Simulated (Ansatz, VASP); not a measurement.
## One calculation of KMgF3, two programs

```xyz
5
Lattice="3.9859 0.0000 0.0000 0.0000 3.9859 0.0000 0.0000 0.0000 3.9859" Properties=species:S:1:pos:R:3 pbc="T T T"
K     1.9929    1.9929    1.9929
Mg    0.0000    0.0000    0.0000
F     0.0000    0.0000    1.9929
F     0.0000    1.9929    0.0000
F     1.9929    0.0000    0.0000
```

Alike in both runs: task relaxation of cell and atoms; functional PBEsol; k mesh 7 × 7 × 7; occupations fermi-dirac, width 0.05 eV; no spin polarisation.

```csv
,VASP,Ansatz
version,VASP 6.6.1,Ansatz 0.2.0
potentials or method,"VASP PAW PBE potentials, release 64 (K_sv, Mg, F)",Ansatz PAW
plane-wave cutoff (eV),600,420
valence electrons in the cell,32,40
```

```tsv
	VASP	Ansatz	Ansatz less VASP
gap on the k mesh at the Fermi level, each at its own relaxed structure (eV)	7.17	7.15	-0.020
relaxed volume (Å³/atom)	12.64	12.71	+0.071
relaxed cell length with the largest relative difference (Å)	3.983	3.991	+0.0075
```

VASP's potentials were made for PBE, not for PBEsol. VASP's potentials hold 32 valence electrons a cell and Ansatz's 40, so a difference there can come from the potentials and not from the codes.

Noted on Ansatz's run: odd divisions of the mesh miss points on the zone boundary, where band edges often lie, so the gap on the mesh can be too wide; the plane-wave basis is chosen anew once the cell has moved, so the energies of steps on either side of that aren't comparable.
